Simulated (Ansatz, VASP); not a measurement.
# One calculation of AlGa3N4, two programs

POSCAR

```
AlGa3N4
1.0
    4.9955727753      0.0000000000     -0.0003605893
    0.0000000000      3.0772774997      0.0000000000
   -0.0039935010      0.0000000000      5.3266630977
Al Ga N
1 3 4
Direct
    0.0009714905      0.5000000000      0.6674838842
    0.4990953324      0.5000000000      0.3353308336
    0.4989072971      0.0000000000      0.8311718002
    0.9999135530      0.0000000000      0.1659400323
    0.1192113030      0.5000000000      0.3406747411
    0.1172124170      0.0000000000      0.8258199820
    0.6200543450      0.0000000000      0.1660674814
    0.6322342722      0.5000000000      0.6675122450
```

The input INCAR.step1:

```
SYSTEM = AlGa3N4
  PREC = Accurate
  ENCUT = 520
  ISMEAR = 0
  SIGMA = 0.02
  LREAL = .False.
  LASPH = .True.
  NELM = 80
  NBANDS = 41
  GGA = PE
  ALGO = Normal
  EDIFF = 1E-4
  LWAVE = .True.
  LCHARG = .False.
```

File INCAR.step2:

```
SYSTEM = AlGa3N4
  PREC = Accurate
  ENCUT = 520
  EDIFF = 1E-7
  ISMEAR = 0
  SIGMA = 0.02
  LREAL = .False.
  LASPH = .True.
  NELM = 80
  ALGO = Normal
  ISIF = 2
  LWAVE = .False.
  LCHARG = .True.
  METAGGA = R2SCAN
  LMIXTAU = .True.
  LELF = .True.
  LVHAR = .True.
  NBANDS = 41
  ISTART = 1
```

The input KPOINTS:

```
Automatic mesh
0
Gamma
  6 8 4
  0 0 0
```

Input for Ansatz:

```yaml
crystal:
  lattice:
    - [4.9955727753, 0.0, -0.0003605893]
    - [0.0, 3.0772774997, 0.0]
    - [-0.003993501, 0.0, 5.3266630977]
  atoms:
    - { symbol: Al, position: [0.0009714905, 0.5, 0.6674838842] }
    - { symbol: Ga, position: [0.4990953324, 0.5, 0.3353308336] }
    - { symbol: Ga, position: [0.4989072971, 0.0, 0.8311718002] }
    - { symbol: Ga, position: [0.999913553, 0.0, 0.1659400323] }
    - { symbol: "N", position: [0.119211303, 0.5, 0.3406747411] }
    - { symbol: "N", position: [0.117212417, 0.0, 0.825819982] }
    - { symbol: "N", position: [0.620054345, 0.0, 0.1660674814] }
    - { symbol: "N", position: [0.6322342722, 0.5, 0.667512245] }
basis:
  ecutwfc: 500
kpoints:
  mp_grid: { grid: [6, 8, 4] }
  band_path: { path: [VBM, CBM], npoints: 2 }
hamiltonian:
  xc: r2scan
scf:
  occupations: { method: gaussian, width: 0.02 }
output:
  forces: true
  stress: true
  eigenvalues: true
checkpoint:
  read: start.run
  write: ck
  compress: false
  write_wavefunctions: false
  write_every: 100000
```

Alike in both runs: task single point; functional r2SCAN; k mesh 6 × 8 × 4; occupations gaussian, width 0.02 eV; no spin polarisation.

|  | VASP | Ansatz |
| --- | --- | --- |
| version | VASP 6.6.1 | Ansatz 0.2.0 |
| potentials or method | VASP PAW PBE potentials, release 64 (Al, Ga_d, N), cutoff 520 eV | scalar-relativistic, plane waves, PAW |
| valence electrons in the cell | 62 | 62 |

```tsv
	VASP	Ansatz	Ansatz less VASP
gap on the k mesh at the Fermi level (eV)	3.49	3.50	+0.004
least direct gap on the mesh (eV)	3.49	3.50	+0.004
pressure (GPa)	21.0	20.0	-1.03
rms of the force components (eV/Å)	0.033	0.001	-0.0313
```

VASP's potentials were made for PBE, not for r2SCAN. Atom by atom the forces differ by 0.032 eV/Å (rms over components).
